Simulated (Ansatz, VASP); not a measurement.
**SnH3: VASP beside Ansatz**

```xyz
8
Lattice="2.4872 4.3080 0.0000 -2.4872 4.3080 0.0000 0.0000 -2.8720 4.3990" Properties=species:S:1:pos:R:3 pbc="T T T"
Sn    0.0000    0.0000    0.0000
Sn    0.0000    2.8720    2.1995
H     0.6367    4.3080    3.2992
H    -1.5620    2.7054    3.2992
H     0.9253    1.6026    3.2992
H    -0.6367    1.4360    1.0997
H     1.5620    3.0386    1.0997
H    -0.9253    4.1414    1.0997
```

Alike in both runs: task relaxation of cell and atoms; functional PBE; k mesh 5 × 5 × 5; occupations fermi-dirac, width 0.0351 eV; no spin polarisation.

|  | VASP | Ansatz |
| --- | --- | --- |
| version | VASP 6.6.1 | Ansatz 0.2.0 |
| potentials or method | VASP PAW PBE potentials, release 64 (Sn_d, H), cutoff 600 eV | PAW plane waves |
| valence electrons in the cell | 34 | 34 |

|  | VASP | Ansatz | Ansatz less VASP |
| --- | --- | --- | --- |
| gap on the k mesh at the Fermi level, each at its own relaxed structure (eV) | none | none | - |
| relaxed volume (Å³/atom) | 15.54 | 15.56 | +0.026 |
| relaxed cell length with the largest relative difference (Å) | 5.618 | 5.599 | -0.0189 |

A gap of «none» marks a metal or a gap that the smearing closes. Ansatz's warnings: structure snapped to symmetry.

Noted on VASP's run: the volume moved by over 15 % at a fixed basis, so the end points are rough.
